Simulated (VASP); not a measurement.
Write the native input for VASP 6.6.1 that does the following.

```
Task                   : single point
Functional             : PBE
Potentials or basis    : VASP PAW PBE potentials, release 64 (Sn_d)
Cutoff                 : 520 eV
k mesh                 : 14 × 14 × 14
Occupations            : fermi-dirac, width 0.1 eV
Spin                   : no spin polarisation
Dipole correction      : no
Further INCAR settings : ALGO = Normal; EDIFF = 1e-07; NBANDS = 13
```

The structure of Sn lies in POSCAR:

```
Sn
1.0
   -1.4031686087      1.4031686087      1.4031686087
    1.4031686087     -1.4031686087      1.4031686087
    1.4031686087      1.4031686087     -1.4031686087
Sn
1
Direct
    0.0000000000      0.0000000000      0.0000000000
```

This cell differs from its parent crystal: volume scaled by 0.4.

One way to write it, as run:

INCAR

```
ALGO = Normal
EDIFF = 1E-7
ENCUT = 520
GGA = PE
ISIF = 2
ISMEAR = -1
LASPH = True
LCHARG = False
LREAL = False
LWAVE = False
NBANDS = 13
NELM = 60
PREC = Accurate
SIGMA = 0.1
```

KPOINTS

```
k-points
0
Gamma
  14 14 14
```

Potentials or basis: VASP PAW PBE potentials, release 64 (Sn_d).

The run is started by

```sh
$ cat potpaw_PBE.64/Sn_d/POTCAR > POTCAR
$ mpirun -np 1 vasp_std > vasp.out
```

It gave:

| Property | Result |
| --- | --- |
| Pressure | 401.0 GPa |
| Band gap on the k mesh | zero (band 7 reaches 37.07 eV, above the bottom of band 8 at 20.87 eV) |

Caveat: spin-orbit coupling is left out, which moves the levels of the heavy elements.

Wall time 8.1 s on 1 thread of AMD EPYC 9R45 96-Core Processor (Zen 5), with other jobs on the host, peak memory 0.1 GiB.
